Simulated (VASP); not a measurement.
# In in VASP: single point with PBE

Aim: the single point of In with PBE.

All numbers are computed with VASP 6.6.1; they aren't measurements. Logs are shortened: lines on timing, memory, paths and dates and some standing lists are left out, and cuts for length are marked.

### Step 1. The cell of the first run

The cell holds a slab with vacuum, 4 atoms: a = 3.339 Å, b = 3.339 Å, c = 23.207 Å, α = 90.00°, β = 90.00°, γ = 120.00°.

### Step 2. Single point, PBE

The input, INCAR:

```
ALGO     = Normal         # electronic algorithm
DIPOL    = 0.5 0.5 0.500
EDIFF    = 1E-6           # SCF threshold, eV
ENCUT    = 520            # plane-wave cutoff, eV
GGA      = PE             # functional
IDIPOL   = 3            
ISIF     = 2              # what is computed and relaxed
ISMEAR   = -1             # smearing method
LASPH    = T              # aspherical terms in the spheres
LCHARG   = F              # write CHGCAR
LDIPOL   = T            
LREAL    = F              # projectors in reciprocal space
LWAVE    = F              # write WAVECAR
NBANDS   = 34             # bands
NELM     = 80             # most SCF steps
PREC     = Accurate       # precision mode
SIGMA    = 0.05           # smearing width, eV
```

The input, KPOINTS:

```
k-points
0
Gamma
  9 9 1
```

The input, POSCAR:

```
In
1.0
    3.3392736332      0.0000000000      0.0000000000
   -1.6696368166      2.8918957965      0.0000000000
    0.0000000000      0.0000000000     23.2074632500
In
4
Direct
    0.6666666667      0.3333333333      0.3231719003
    0.3333333333      0.6666666667      0.4413060572
    0.6666666667      0.3333333333      0.5586939428
    0.3333333333      0.6666666667      0.6768280997
```

Potentials or basis: VASP PAW PBE potentials, release 64 (In_d).

Started as:

```bash
cat potpaw_PBE.64/In_d/POTCAR > POTCAR
mpirun -np 1 vasp_std > vasp.out
```

OUTCAR:

```text
EDIFF = 1E-6
   ENCUT = 520
   GGA = PE
   ISIF = 2
   ISMEAR = -1
   LASPH = T
   LREAL = F
   NELM = 80
   PREC = Accurate

 ion  position               nearest neighbor table
   1  0.667  0.333  0.323-   2 3.35   2 3.35   2 3.35
   2  0.333  0.667  0.441-   3 3.34   3 3.34   3 3.34   1 3.35   1 3.35   1 3.35
   3  0.667  0.333  0.559-   2 3.34   2 3.34   2 3.34   4 3.35   4 3.35   4 3.35
   4  0.333  0.667  0.677-   3 3.35   3 3.35   3 3.35

  LATTYP: Found a hexagonal cell.
 ALAT       =     3.3392736332
 C/A-ratio  =     6.9498537105

  Lattice vectors:

 A1 = (   3.3392736332,   0.0000000000,   0.0000000000)
 A2 = (  -1.6696368166,   2.8918957965,   0.0000000000)
 A3 = (   0.0000000000,   0.0000000000,  23.2074632500)

Analysis of symmetry for initial positions (statically):
=====================================================================
 Subroutine PRICEL returns:
 Original cell was already a primitive cell.

 Routine SETGRP: Setting up the symmetry group for a
 hexagonal supercell.

 Subroutine GETGRP returns: Found 12 space group operations
 (whereof 12 operations were pure point group operations)
 out of a pool of 24 trial point group operations.

The static configuration has the point symmetry D_3d.

Analysis of symmetry for dynamics (positions and initial velocities):
=====================================================================
 Subroutine PRICEL returns:
 Original cell was already a primitive cell.

 Routine SETGRP: Setting up the symmetry group for a
 hexagonal supercell.

 Subroutine GETGRP returns: Found 12 space group operations
 (whereof 12 operations were pure point group operations)
 out of a pool of 24 trial point group operations.

The dynamic configuration has the point symmetry D_3d.

 Subroutine INISYM returns: Found 12 space group operations
 (whereof 12 operations are pure point group operations),
 and found     1 'primitive' translations

----------------------------------------------------------------------------------------

                                     Primitive cell

  volume of cell :     224.1106

  direct lattice vectors                    reciprocal lattice vectors
     3.339273633  0.000000000  0.000000000     0.299466324  0.172896963  0.000000000
    -1.669636817  2.891895797  0.000000000     0.000000000  0.345793926  0.000000000
     0.000000000  0.000000000 23.207463250     0.000000000  0.000000000  0.043089587

  length of vectors
     3.339273633  3.339273633 23.207463250     0.345793926  0.345793926  0.043089587

  position of ions in fractional coordinates (direct lattice)
     0.666666667  0.333333333  0.323171900
[... 78 lines left out ...]
   TEBEG  =    0.0;   TEEND  =   0.0 temperature during run
   PSTRESS=    0.0 pullay stress
   NELECT =      52.0000    total number of electrons
   NUPDOWN=      -1.0000    fix difference up-down
   EMIN   =  10.00;   EMAX   =-10.00  energy-range for DOS
   EFERMI =   0.00;   METHOD = LEGACY
   ISMEAR =    -1;   SIGMA  =   0.05  broadening in eV -4-tet -1-fermi 0-gaus
   EFERMI_NEDOS =   21; number of points for ismear=-14 and -15
   IALGO  =     38    algorithm
   IMIX   =      4    mixing-type and parameters
     AMIX     =   0.40;   BMIX     =  1.00
     AMIX_MAG =   1.60;   BMIX_MAG =  1.00
  volume/ion in A,a.u.               =      56.03       378.09
  Fermi-wavevector in a.u.,A,eV,Ry     =   1.005978  1.901023 13.768985  1.011992
  Thomas-Fermi vector in A             =   2.138692
   LORBIT       =      0    0 simple, 1 ext, 2 COOP (PROOUT), +10 PAW based schemes
   GGA     = PE    functional components
   LHFCALC =     F    Hartree Fock is set to
   AEXX    =    0.0000 exact exchange contribution
   IVDW    =     0    specifies the selected vdW correction
   LEPSILON=     F    determine dielectric tensor
   LRPA    =     F    only Hartree local field effects (RPA)
 non-spin polarized calculation
  energy-cutoff  :      520.00
  volume of cell :      224.11
 maximum number of plane-waves:      6075
 NGX is ok and might be reduce to    28
   NGX = 13   NGY = 13   NGZ = 87

 dipolmoment           0.000000      0.000000      0.000000 electrons x Angstroem

 number of electron      52.0000008 magnetization

 dipolmoment           0.000000      0.000000     -0.000000 electrons x Angstroem

 Free energy of the ion-electron system (eV)
  ---------------------------------------------------
  ext. energy  EPLUGINS =         0.00000000
  ---------------------------------------------------
  free energy    TOTEN  =        -9.86899336 eV

  energy without entropy =       -9.85289013  energy(sigma->0) =       -9.86094175

 E-fermi :   1.5897     XC(G=0):  -5.4824

 val. band max:        1.5343258062   @ k =   0.2222   0.2222   0.0000
 cond. band min:       1.6274118886   @ k =   0.1111   0.0000   0.0000
 fundamental gap:      0.0930860824
 Fermi energy:         1.5896613516

 k-point     1 :       0.0000    0.0000    0.0000
  band No.  band energies     occupation
      1     -13.1473      2.00000
      2     -13.1413      2.00000
      3     -13.1051      2.00000
      4     -13.0782      2.00000
      5     -13.0596      2.00000
      6     -13.0596      2.00000
[... 433 lines left out ...]
     33       4.9865      0.00000
     34       4.9865      0.00000

------------------------ aborting loop because EDIFF is reached ----------------------------------------

 vacuum level on the upper side and lower side of the slab       (xc-potential included)        -0.188        -0.188

  FORCE on cell =-STRESS in cart. coord.  units (eV):
  Direction    XX          YY          ZZ          XY          YZ          ZX
  --------------------------------------------------------------------------------------
  -------------------------------------------------------------------------------------
  Total        0.2420778      0.2420778      0.5116618      0.0000000      0.0000000      0.0000000
  in kB        1.7306263      1.7306263      3.6578955      0.0000000      0.0000000      0.0000000
  external PRESSURE =       2.3730494 kB  Pullay stress =       0.0000000 kB

 VOLUME and BASIS-vectors are now :
 -----------------------------------------------------------------------------
  energy-cutoff  :      520.00
  volume of cell :      224.11
      direct lattice vectors                 reciprocal lattice vectors
     3.339273633  0.000000000  0.000000000     0.299466324  0.172896963  0.000000000
    -1.669636817  2.891895797  0.000000000     0.000000000  0.345793926  0.000000000
     0.000000000  0.000000000 23.207463250     0.000000000  0.000000000  0.043089587

 POSITION                                       TOTAL-FORCE (eV/Angst)
 -----------------------------------------------------------------------------------
      1.66964      0.96397      7.50000         0.000000     -0.000000     -0.098687
     -0.00000      1.92793     10.24159        -0.000000     -0.000000      0.096731
      1.66964      0.96397     12.96587         0.000000      0.000000     -0.096731
     -0.00000      1.92793     15.70746        -0.000000      0.000000      0.098687
 -----------------------------------------------------------------------------------
    total drift:                               -0.000000      0.000000     -0.000000

  FREE ENERGIE OF THE ION-ELECTRON SYSTEM (eV)
  ---------------------------------------------------
  free  energy   TOTEN  =        -9.8689933607 eV

  energy  without entropy=       -9.8528901348  energy(sigma->0) =       -9.86094175

 vacuum level on the upper side and lower side of the slab         5.156         5.156
```

Run time: 5.8 min. Hardware: 1 thread of Intel Xeon 8259CL, shared host; peak memory 0.39 GiB.

What came out:

```yaml
Free_energy: -9.8690 eV
Largest_force: 0.099 eV/Å
Band_gap_on_the_k_mesh: zero (band 26 reaches 2.63 eV, above the bottom of band 27 at 0.65 eV)
```

Forces in eV/Å, atoms in the order of the input:
```
In   0.000  0.000 -0.099
In   0.000  0.000  0.097
In   0.000  0.000 -0.097
In   0.000  0.000  0.099
```

Caveat: spin-orbit coupling is left out, which moves the levels of the heavy elements.
